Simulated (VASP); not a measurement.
A run of VASP 6.6.1 is set up as follows.

INCAR

```
ALGO = Normal
EDIFF = 1E-6
ENCUT = 520
GGA = RP
ISIF = 2
ISMEAR = -1
IVDW = 12
LASPH = T
LCHARG = F
LREAL = F
LWAVE = F
NBANDS = 56
NELM = 60
PREC = Accurate
SIGMA = 0.05
```

Contents of KPOINTS:

```
k-points
0
Gamma
  5 6 5
```

The input POSCAR:

```
HfO2
1.0
    5.1129138024      0.0000000000      0.0000000000
    0.0000000000      4.9025969881      0.0000000000
    0.0000000000      0.0000000000      4.9299483645
Hf O
4 8
Direct
    0.9669940000      0.7325208200      0.7414403500
    0.5330060000      0.7325208200      0.2414403500
    0.4669940000      0.2674791800      0.7414403500
    0.0330060000      0.2674791800      0.2414403500
    0.6321274500      0.9286454000      0.8792672600
    0.8678725500      0.9286454000      0.3792672600
    0.2339485200      0.5398830500      0.4922923900
    0.2660514800      0.5398830500      0.9922923900
    0.7660514800      0.4601169500      0.9922923900
    0.7339485200      0.4601169500      0.4922923900
    0.1321274500      0.0713546000      0.8792672600
    0.3678725500      0.0713546000      0.3792672600
```

Potentials or basis: VASP PAW PBE potentials, release 64 (Hf_pv, O).

Command:

```console
$ cat potpaw_PBE.64/Hf_pv/POTCAR potpaw_PBE.64/O/POTCAR > POTCAR
$ mpirun -np 1 vasp_std > vasp.out
```

Task: Predict the band gap on the k mesh.

Result: 4.73 eV (least direct gap 4.92 eV).

Task: What does it give for the dispersion energy per atom?

Result: -1.372 eV.

Task: Predict the largest force.

Result: 0.411 eV/Å.

Task: What does it give for the pressure?

Result: 5.9 GPa.

Stress tensor (GPa, compression positive):
```
5.74 0.00 0.00
0.00 7.04 0.00
0.00 0.00 4.89
```

Caveat: the cell stands under pressure; the dispersion term is far too large for a dense solid, which distorts pressure and volume; the PAW data sets were made with another functional, which shifts forces and pressure a little; spin-orbit coupling is left out, which moves the levels of the heavy elements. A k mesh can miss the band edges.
